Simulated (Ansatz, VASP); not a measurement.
## ZrB2 in VASP and in Ansatz

The input INCAR:

```
SYSTEM = ZrB2
  ALGO = Normal
  EDIFF = 1E-6
  ENCUT = 520
  GGA = PE
  ISIF = 2
  ISMEAR = -1
  LASPH = .True.
  LCHARG = .False.
  LREAL = .False.
  LWAVE = .False.
  NBANDS = 16
  NELM = 100
  PREC = Accurate
  SIGMA = 0.05
```

KPOINTS

```
k-points
0
Gamma
  8 8 6
  0 0 0
```

The input POSCAR:

```
ZrB2
1.0
    3.1700000000      0.0000000000      0.0000000000
   -1.5850000000      2.7453005300      0.0000000000
    0.0000000000      0.0000000000      3.4976700000
Zr B
1 2
Direct
    0.0000000000      0.0000000000      0.0000000000
    0.6666666667      0.3333333333      0.5000000000
    0.3333333333      0.6666666667      0.5000000000
```

input.yaml

```yaml
crystal:
  lattice:
    - [3.17, 0.0, 0.0]
    - [-1.585, 2.74530053, 0.0]
    - [0.0, 0.0, 3.49767]
  atoms:
    - { symbol: Zr, position: [0.0, 0.0, 0.0] }
    - { symbol: B, position: [0.6666666667, 0.3333333333, 0.5] }
    - { symbol: B, position: [0.3333333333, 0.6666666667, 0.5] }
hamiltonian:
  xc: pbe
  pseudopotentials: { kind: paw }
kpoints:
  mp_grid: { grid: [8, 8, 6] }
  band_path:
    path:
      - [[0.0, 0.0, 0.0], [0.5, 0.0, 0.0], [0.3333333333, 0.3333333333, 0.0], [0.0, 0.0, 0.0], [0.0, 0.0, 0.5], [0.5, 0.0, 0.5], [0.3333333333, 0.3333333333, 0.5], [0.0, 0.0, 0.5]]
      - [[0.5, 0.0, 0.5], [0.5, 0.0, 0.0]]
      - [[0.3333333333, 0.3333333333, 0.0], [0.3333333333, 0.3333333333, 0.5]]
    npoints: 14
scf:
  occupations: { method: fermi_dirac, width: 0.05 }
  n_extra_bands: 7
output:
  forces: true
  stress: true
  eigenvalues: true
  fatbands: false
  write_density: true
  write_potential: true
  elf: true
  volumetric_format: npy
```

Alike in both runs: functional PBE; k mesh 8 × 8 × 6; occupations fermi-dirac, width 0.05 eV; no spin polarisation.

|  | VASP | Ansatz |
| --- | --- | --- |
| version | VASP 6.6.1 | Ansatz 0.2.0 |
| potentials or method | VASP PAW PBE potentials, release 64 (Zr_sv, B) | Ansatz PAW |
| plane-wave cutoff (eV) | 520 | 420 |
| valence electrons in the cell | 18 | 18 |
| task | single point | band structure |

|  | VASP | Ansatz | Ansatz less VASP |
| --- | --- | --- | --- |
| gap on the k mesh at the Fermi level (eV) | none | none | - |
| pressure (GPa) | 3.3 | 3.1 | -0.15 |
| traceless stress, the component that is largest in VASP (GPa) | 2.49 | 2.44 | -0.048 |

A gap of «none» marks a metal or a gap that the smearing closes.
